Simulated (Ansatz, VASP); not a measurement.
**Two plane-wave programs on Mg**

```
Mg
1.0
     0.00000    2.28038    2.28038
     2.28038    0.00000    2.28038
     2.28038    2.28038    0.00000
Mg
1
Direct
  0.00000 0.00000 0.00000
```

Alike in both runs: functional BLYP; k mesh 12 × 12 × 12; occupations fermi-dirac, width 0.1 eV; no spin polarisation.

Ansatz relaxed the structure, and its values are those at the end. VASP's run is a single point on that final structure, the one shown.

```csv
,VASP,Ansatz
version,VASP 6.6.1,Ansatz 0.2.0
potentials or method,"VASP PAW PBE potentials, release 64 (Mg), cutoff 520 eV","plane waves (420 eV) with PAW, scalar-relativistic"
valence electrons in the cell,2,10
```

```csv
,VASP,Ansatz,Ansatz less VASP
pressure (GPa),0.0,0.0,+0.04
```

VASP's potentials were made for PBE, not for BLYP. VASP's potentials hold 2 valence electrons a cell and Ansatz's 10, so a difference there can come from the potentials and not from the codes.
